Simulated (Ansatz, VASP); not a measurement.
Sn3Se: VASP beside Ansatz

File INCAR:

```
SYSTEM = Sn3Se
  PREC = Accurate
  ENCUT = 520
  EDIFF = 1E-6
  ISMEAR = 0
  SIGMA = 0.15
  LREAL = .False.
  LASPH = .True.
  NELM = 100
  ALGO = Normal
  ISIF = 2
  LWAVE = .False.
  LCHARG = .False.
  GGA = PE
  NBANDS = 32
```

Contents of KPOINTS:

```
regular mesh
0
Gamma
  12 12 12
  0 0 0
```

Contents of POSCAR:

```
Sn3Se
1.0
    0.0000000000      3.7279542406      3.7279542406
    3.7279542406      0.0000000000      3.7279542406
    3.7279542406      3.7279542406      0.0000000000
Sn Se
3 1
Direct
    0.2500000000      0.2500000000      0.2500000000
    0.7500000000      0.7500000000      0.7500000000
    0.5000000000      0.5000000000      0.5000000000
   -0.0452661136      0.0452661136      0.0452661136
```

Input for Ansatz:

```yaml
crystal:
  lattice:
    - [0.0, 3.7279542406, 3.7279542406]
    - [3.7279542406, 0.0, 3.7279542406]
    - [3.7279542406, 3.7279542406, 0.0]
  atoms:
    - { symbol: Sn, position: [0.25, 0.25, 0.25] }
    - { symbol: Sn, position: [0.75, 0.75, 0.75] }
    - { symbol: Sn, position: [0.5, 0.5, 0.5] }
    - { symbol: Se, position: [-0.0452661136, 0.0452661136, 0.0452661136] }
basis:
  ecutwfc: 420
kpoints:
  mp_grid: { grid: [12, 12, 12] }
hamiltonian:
  xc: pbe
scf:
  occupations: { method: gaussian, width: 0.15 }
output:
  forces: true
  stress: true
  eigenvalues: true
```

Alike in both runs: task single point; functional PBE; k mesh 12 × 12 × 12; occupations gaussian, width 0.15 eV; no spin polarisation.

```csv
,VASP,Ansatz
version,VASP 6.6.1,Ansatz 0.2.0
potentials or method,"VASP PAW PBE potentials, release 64 (Sn_d, Se), cutoff 520 eV","scalar-relativistic, plane waves, PAW"
valence electrons in the cell,48,58
```

Ansatz gave:

| Property | Result |
| --- | --- |
| gap on the k mesh at the Fermi level (eV) | none |
| pressure (GPa) | 1.0 |
| traceless stress, the component that is largest in VASP (GPa) | -0.32 |
| rms of the force components (eV/Å) | 0.136 |

Task: Estimate VASP's values.

Result: gap on the k mesh at the Fermi level (eV): none; pressure (GPa): 1.0; traceless stress, the component that is largest in VASP (GPa): -0.32; rms of the force components (eV/Å): 0.137.

Atom by atom the forces differ by 0.001 eV/Å (rms over components). A gap of «none» marks a metal or a gap that the smearing closes. VASP's potentials hold 48 valence electrons a cell and Ansatz's 58, so a difference there can come from the potentials and not from the codes.
